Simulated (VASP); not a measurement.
Wanted: the native input for a VASP 6.6.1 run.

* Task: relaxation of cell and atoms
* Functional: PBE
* Potentials or basis: VASP PAW PBE potentials, release 64 (Cs_sv, Pb_d, Cl)
* Cutoff: 600 eV
* k mesh: 6 × 6 × 6
* Occupations: gaussian, width 0.02 eV
* Spin: no spin polarisation
* Dipole correction: no
* Further INCAR settings: ALGO = Normal; EDIFF = 1e-07; IBRION = 2; EDIFFG = -0.005; NSW = 100; ISIF = 3

The structure of CsPbCl3 lies in POSCAR:

```
CsPbCl3
1.0
    5.6798447700      0.0000000000      0.0000000000
    0.0000000000      5.6798447700      0.0000000000
    0.0000000000      0.0000000000      5.6798447700
Cs Pb Cl
1 1 3
Direct
    0.0000000000      0.0000000000      0.0000000000
    0.5000000000      0.5000000000      0.5000000000
    0.0000000000      0.5000000000      0.5000000000
    0.5000000000      0.0000000000      0.5000000000
    0.5000000000      0.5000000000      0.0000000000
```

The input as run:

INCAR

```
ALGO = Normal ; EDIFF = 1E-7
EDIFFG = -0.005 ; ENCUT = 600
GGA = PE ; IBRION = 2
ISIF = 3 ; ISMEAR = 0
LASPH = True ; LCHARG = False
LREAL = False ; LWAVE = False
NELM = 100 ; NSW = 100
PREC = Accurate ; SIGMA = 0.02
```

KPOINTS

```
k-points
0
Gamma
  6 6 6
```

Potentials or basis: VASP PAW PBE potentials, release 64 (Cs_sv, Pb_d, Cl).

Command:

```bash
$ cat potpaw_PBE.64/Cs_sv/POTCAR potpaw_PBE.64/Pb_d/POTCAR potpaw_PBE.64/Cl/POTCAR > POTCAR
$ mpirun -np 1 vasp_std > vasp.out
```

It gave:

```
Relaxed volume                         : 37.72 Å³/atom
Relaxed cell                           : a = 5.735 Å, b = 5.735 Å, c = 5.735 Å, α = 90.00°, β = 90.00°, γ = 90.00°
Space group after relaxing (to 0.05 Å) : Pm-3m (No. 221)
Energy gained by relaxing              : 2.2 meV/atom
Ionic steps                            : 3
Pressure after relaxing                : 0.0 GPa
Band gap on the k mesh                 : 2.22 eV, direct
```

Caveat: spin-orbit coupling is left out, which moves the levels of the heavy elements.

Run time: 4.3 min on 1 thread of Oxide Virtual Turin-like Processor, on a shared host, peak memory 0.38 GiB.
